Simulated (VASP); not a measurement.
# Si3Cl (Pm-3m) in VASP: notebook

The runs below take Si3Cl through single point, relaxation of cell and atoms, with PBE.

Everything below comes from runs of VASP 6.6.1. Logs are shortened: lines on timing, memory, paths and dates and some standing lists are left out, and cuts for length are marked.

### 1 The cell of the first run

The structure is cubic, space group Pm-3m (No. 221). Conventional cell: a = 4.101 Å, b = 4.101 Å, c = 4.101 Å, α = 90.00°, β = 90.00°, γ = 90.00°. Within 3.8 Å of Si (site symmetry 4/mmm) lie 8 Si at 2.90 Å and 4 Cl at 2.90 Å. Within 3.8 Å of Cl (site symmetry m-3m) lie 12 Si at 2.90 Å.

### 2 Single point, PBE

INCAR reads:

```
SYSTEM = Si3Cl
ALGO = Normal ; EDIFF = 1E-6
ENCUT = 500 ; GGA = PE
GGA_COMPAT = .FALSE. ; ISIF = 2
ISMEAR = 0 ; LASPH = .TRUE.
LCHARG = .TRUE. ; LELF = .TRUE.
LREAL = .FALSE. ; LVHAR = .TRUE.
LWAVE = .FALSE. ; NBANDS = 18
NELM = 120 ; PREC = Accurate
SIGMA = 0.1
```

KPOINTS reads:

```
k-points
0
G
  4 4 4
  0 0 0
```

POSCAR reads:

```
Si3Cl
1.0
    4.1009731227      0.0000000000      0.0000000000
    0.0000000000      4.1009731227      0.0000000000
    0.0000000000      0.0000000000      4.1009731227
Si Cl
3 1
Direct
    0.0000000000      0.5000000000      0.5000000000
    0.5000000000      0.0000000000      0.5000000000
    0.5000000000      0.5000000000      0.0000000000
    0.0000000000      0.0000000000      0.0000000000
```

Potentials or basis: VASP PAW PBE potentials, release 64 (Si, Cl).

Launch:

```sh
> cat potpaw_PBE.64/Si/POTCAR potpaw_PBE.64/Cl/POTCAR > POTCAR
> mpirun -np 1 vasp_std > vasp.out
```

OUTCAR:

```text
SYSTEM = Si3Cl
   EDIFF = 1E-6
   ENCUT = 500
   GGA = PE
   ISIF = 2
   ISMEAR = 0
   LASPH = .TRUE.
   LREAL = .FALSE.
   NELM = 120
   PREC = Accurate

 ion  position               nearest neighbor table
   1  0.000  0.500  0.500-   2 2.90   3 2.90   4 2.90   3 2.90   4 2.90   2 2.90   4 2.90   4 2.90
                             2 2.90   3 2.90   3 2.90   2 2.90
   2  0.500  0.000  0.500-   1 2.90   3 2.90   4 2.90   3 2.90   4 2.90   1 2.90   3 2.90   3 2.90
                             1 2.90   4 2.90   4 2.90   1 2.90
   3  0.500  0.500  0.000-   1 2.90   2 2.90   4 2.90   1 2.90   2 2.90   2 2.90   4 2.90   2 2.90
                             1 2.90   4 2.90   1 2.90   4 2.90
   4  0.000  0.000  0.000-   1 2.90   2 2.90   3 2.90   1 2.90   2 2.90   1 2.90   3 2.90   1 2.90
                             2 2.90   3 2.90   2 2.90   3 2.90

  LATTYP: Found a simple cubic cell.
 ALAT       =     4.1009731227

  Lattice vectors:

 A1 = (   4.1009731227,   0.0000000000,   0.0000000000)
 A2 = (   0.0000000000,   4.1009731227,   0.0000000000)
 A3 = (   0.0000000000,   0.0000000000,   4.1009731227)

Analysis of symmetry for initial positions (statically):
=====================================================================
 Subroutine PRICEL returns:
 Original cell was already a primitive cell.

 Routine SETGRP: Setting up the symmetry group for a
 simple cubic supercell.

 Subroutine GETGRP returns: Found 48 space group operations
 (whereof 48 operations were pure point group operations)
 out of a pool of 48 trial point group operations.

The static configuration has the point symmetry O_h .

Analysis of symmetry for dynamics (positions and initial velocities):
=====================================================================
 Subroutine PRICEL returns:
 Original cell was already a primitive cell.

 Routine SETGRP: Setting up the symmetry group for a
 simple cubic supercell.

 Subroutine GETGRP returns: Found 48 space group operations
 (whereof 48 operations were pure point group operations)
 out of a pool of 48 trial point group operations.

The dynamic configuration has the point symmetry O_h .

 Subroutine INISYM returns: Found 48 space group operations
 (whereof 48 operations are pure point group operations),
 and found     1 'primitive' translations

----------------------------------------------------------------------------------------

                                     Primitive cell

  volume of cell :      68.9701

  direct lattice vectors                    reciprocal lattice vectors
     4.100973123  0.000000000  0.000000000     0.243844563  0.000000000  0.000000000
     0.000000000  4.100973123  0.000000000     0.000000000  0.243844563  0.000000000
     0.000000000  0.000000000  4.100973123     0.000000000  0.000000000  0.243844563

  length of vectors
     4.100973123  4.100973123  4.100973123     0.243844563  0.243844563  0.243844563

  position of ions in fractional coordinates (direct lattice)
     0.000000000  0.500000000  0.500000000
     0.500000000  0.000000000  0.500000000
     0.500000000  0.500000000  0.000000000
     0.000000000  0.000000000  0.000000000

  ion indices of the primitive-cell ions
   primitive index   ion index
                 1           1
                 2           2
                 3           3
                 4           4

----------------------------------------------------------------------------------------

 KPOINTS: k-points

Automatic generation of k-mesh.
 Grid dimensions read from file:
 generate k-points for:    4    4    4

 Generating k-lattice:

  Cartesian coordinates                     Fractional coordinates (reciprocal lattice)
     0.060961141  0.000000000  0.000000000     0.250000000  0.000000000  0.000000000
     0.000000000  0.060961141  0.000000000     0.000000000  0.250000000  0.000000000
     0.000000000  0.000000000  0.060961141     0.000000000  0.000000000  0.250000000

  Length of vectors
     0.060961141  0.060961141  0.060961141

  Shift w.r.t. Gamma in fractional coordinates (k-lattice)
     0.000000000  0.000000000  0.000000000

 Subroutine IBZKPT returns following result:
 ===========================================

 Found     10 irreducible k-points:

 Following reciprocal coordinates:
            Coordinates               Weight
  0.000000  0.000000  0.000000      1.000000
  0.250000  0.000000  0.000000      6.000000
  0.500000  0.000000  0.000000      3.000000
  0.250000  0.250000  0.000000     12.000000
  0.500000  0.250000  0.000000     12.000000
  0.500000  0.500000  0.000000      3.000000
  0.250000  0.250000  0.250000      8.000000
  0.500000  0.250000  0.250000     12.000000
  0.500000  0.500000  0.250000      6.000000
  0.500000  0.500000  0.500000      1.000000
   k-points           NKPTS =     10   k-points in BZ     NKDIM =     10   number of bands    NBANDS=     18
   number of dos      NEDOS =    301   number of ions     NIONS =      4
   total plane-waves  NPLWV =  27000
   dimension x,y,z NGX =    30 NGY =   30 NGZ =   30
   dimension x,y,z NGXF=    60 NGYF=   60 NGZF=   60
   ions per type =               3   1
   NGX,Y,Z   is equivalent  to a cutoff of  12.16, 12.16, 12.16 a.u.
   NGXF,Y,Z  is equivalent  to a cutoff of  24.32, 24.32, 24.32 a.u.
 SYSTEM =  Si3Cl
   PREC   = accura    normal or accurate (medium, high low for compatibility)
   ISTART =      0    job   : 0-new  1-cont  2-samecut
   ICHARG =      2    charge: 1-file 2-atom 10-const
   ISPIN  =      1    spin polarized calculation?
   LNONCOLLINEAR =      F non collinear calculations
   LSORBIT =      F    spin-orbit coupling
   LASPH  =      T    aspherical Exc in radial PAW
   ENCUT  =  500.0 eV  36.75 Ry    6.06 a.u.   7.48  7.48  7.48*2*pi/ulx,y,z
   NELM   =    120;   NELMIN=  2; NELMDL= -5     # of ELM steps
   EDIFF  = 0.1E-05   stopping-criterion for ELM
   LREAL  =      F    real-space projection
   EDIFFG = 0.1E-04   stopping-criterion for IOM
   NSW    =      0    number of steps for IOM
   IBRION =     -1    ionic relax: 0-MD 1-quasi-New 2-CG
   NFREE  =      0    steps in history (QN), initial steepest desc. (CG)
   ISIF   =      2    stress and relaxation
   ISYM   =      2    0-nonsym 1-usesym 2-fastsym
   POTIM  = 0.5000    time-step for ionic-motion
   TEBEG  =    0.0;   TEEND  =   0.0 temperature during run
   PSTRESS=    0.0 pullay stress
   NELECT =      19.0000    total number of electrons
   NUPDOWN=      -1.0000    fix difference up-down
   EMIN   =  10.00;   EMAX   =-10.00  energy-range for DOS
   EFERMI =   0.00;   METHOD = LEGACY
   ISMEAR =     0;   SIGMA  =   0.10  broadening in eV -4-tet -1-fermi 0-gaus
   EFERMI_NEDOS =   21; number of points for ismear=-14 and -15
   IALGO  =     38    algorithm
   IMIX   =      4    mixing-type and parameters
     AMIX     =   0.40;   BMIX     =  1.00
     AMIX_MAG =   1.60;   BMIX_MAG =  1.00
  volume/ion in A,a.u.               =      17.24       116.36
  Fermi-wavevector in a.u.,A,eV,Ry     =   1.065220  2.012973 15.438430  1.134693
  Thomas-Fermi vector in A             =   2.200764
   LORBIT       =      0    0 simple, 1 ext, 2 COOP (PROOUT), +10 PAW based schemes
   GGA     = PE    functional components
   LHFCALC =     F    Hartree Fock is set to
   AEXX    =    0.0000 exact exchange contribution
   IVDW    =     0    specifies the selected vdW correction
   LEPSILON=     F    determine dielectric tensor
   LRPA    =     F    only Hartree local field effects (RPA)
 non-spin polarized calculation
 Gauss-broadening in eV      SIGMA  =   0.10
  energy-cutoff  :      500.00
  volume of cell :       68.97
 maximum number of plane-waves:      1763
 NGX is ok and might be reduce to    30
   NGX = 15   NGY = 15   NGZ = 15

 number of electron      19.0000004 magnetization

 Free energy of the ion-electron system (eV)
  ---------------------------------------------------
  ext. energy  EPLUGINS =         0.00000000
  ---------------------------------------------------
  free energy    TOTEN  =       -14.83269197 eV

  energy without entropy =      -14.82422669  energy(sigma->0) =      -14.82845933

 E-fermi :   7.8126     XC(G=0): -10.5271

 val. band max:        7.7473930251   @ k =   0.5000   0.2500   0.0000
 cond. band min:       7.9699840507   @ k =   0.2500   0.2500   0.2500
 fundamental gap:      0.2225910256
 Fermi energy:         7.8126006352

 k-point     1 :       0.0000    0.0000    0.0000
  band No.  band energies     occupation
      1      -9.6116      2.00000
      2      -2.4619      2.00000
      3       1.5073      2.00000
      4       1.5073      2.00000
      5       1.5073      2.00000
      6       3.3690      2.00000
[... 10 lines left out ...]
     17      12.7137      0.00000
     18      13.9340      0.00000

 k-point     2 :       0.2500    0.0000    0.0000
  band No.  band energies     occupation
      1      -9.4739      2.00000
      2      -2.7660      2.00000
      3       0.4943      2.00000
      4       1.8035      2.00000
      5       1.8035      2.00000
      6       3.7689      2.00000
[... 10 lines left out ...]
     17      13.4516      0.00000
     18      13.5050      0.00000

 k-point     3 :       0.5000    0.0000    0.0000
  band No.  band energies     occupation
      1      -9.3224      2.00000
      2      -3.1741      2.00000
      3       0.2662      2.00000
      4       2.2031      2.00000
      5       2.2031      2.00000
      6       3.9225      2.00000
[... 10 lines left out ...]
     17      14.7316      0.00000
     18      14.8300      0.00000

 k-point     4 :       0.2500    0.2500    0.0000
  band No.  band energies     occupation
      1      -9.3543      2.00000
      2      -2.6373      2.00000
      3      -0.4520      2.00000
      4       2.0468      2.00000
      5       2.0696      2.00000
      6       3.0623      2.00000
[... 81 lines left out ...]
      4       1.1272      2.00000
      5       1.7741      2.00000
      6       2.0343      2.00000
[... 10 lines left out ...]
     17      16.2132      0.00000
     18      16.7830      0.00000

 k-point     9 :       0.5000    0.5000    0.2500
  band No.  band energies     occupation
      1      -9.0482      2.00000
      2      -0.9079      2.00000
      3      -0.9079      2.00000
      4      -0.2850      2.00000
      5       1.2044      2.00000
      6       2.8523      2.00000
[... 10 lines left out ...]
     17      15.8752      0.00000
     18      17.5664      0.00000

 k-point    10 :       0.5000    0.5000    0.5000
  band No.  band energies     occupation
      1      -8.9729      2.00000
      2       0.4009      2.00000
      3       0.4009      2.00000
      4       0.4009      2.00000
      5       0.7290      2.00000
      6       0.7290      2.00000
[... 10 lines left out ...]
     17      14.9736      0.00000
     18      18.1834      0.00000

------------------------ aborting loop because EDIFF is reached ----------------------------------------

  FORCE on cell =-STRESS in cart. coord.  units (eV):
  Direction    XX          YY          ZZ          XY          YZ          ZX
  --------------------------------------------------------------------------------------
  -------------------------------------------------------------------------------------
  Total        0.6279373      0.6279373      0.6279373     -0.0000000      0.0000000     -0.0000000
  in kB       14.5870048     14.5870048     14.5870048     -0.0000000      0.0000000     -0.0000000
  external PRESSURE =      14.5870048 kB  Pullay stress =       0.0000000 kB

 VOLUME and BASIS-vectors are now :
 -----------------------------------------------------------------------------
  energy-cutoff  :      500.00
  volume of cell :       68.97
      direct lattice vectors                 reciprocal lattice vectors
     4.100973123  0.000000000  0.000000000     0.243844563  0.000000000  0.000000000
     0.000000000  4.100973123  0.000000000     0.000000000  0.243844563  0.000000000
     0.000000000  0.000000000  4.100973123     0.000000000  0.000000000  0.243844563

 POSITION                                       TOTAL-FORCE (eV/Angst)
 -----------------------------------------------------------------------------------
      0.00000      2.05049      2.05049         0.000000      0.000000      0.000000
      2.05049      0.00000      2.05049         0.000000      0.000000      0.000000
      2.05049      2.05049      0.00000         0.000000      0.000000      0.000000
      0.00000      0.00000      0.00000         0.000000      0.000000      0.000000
 -----------------------------------------------------------------------------------
    total drift:                                0.000000      0.000000     -0.000000

  FREE ENERGIE OF THE ION-ELECTRON SYSTEM (eV)
  ---------------------------------------------------
  free  energy   TOTEN  =       -14.8326919738 eV

  energy  without entropy=      -14.8242266874  energy(sigma->0) =      -14.82845933
```

Run time: 16 s. Hardware: 1 thread of Intel Xeon 8259CL, shared host; peak memory 0.16 GiB.

What came out:

```yaml
Free_energy: -14.8327 eV
Pressure: 1.5 GPa
Band_gap_on_the_k_mesh: zero (an odd number of electrons rules out a gap without spin polarisation)
```

Caveat: the k points lie up to 0.38 Å⁻¹ apart, too coarse for converged energies and pressures of a metal; an odd number of electrons without spin polarisation forces a metal; a magnetic or distorted state may lie lower.

(Part 1 of 3 ends here.)

The gap in the log of VASP goes by the Fermi energy; the results here count the filled bands.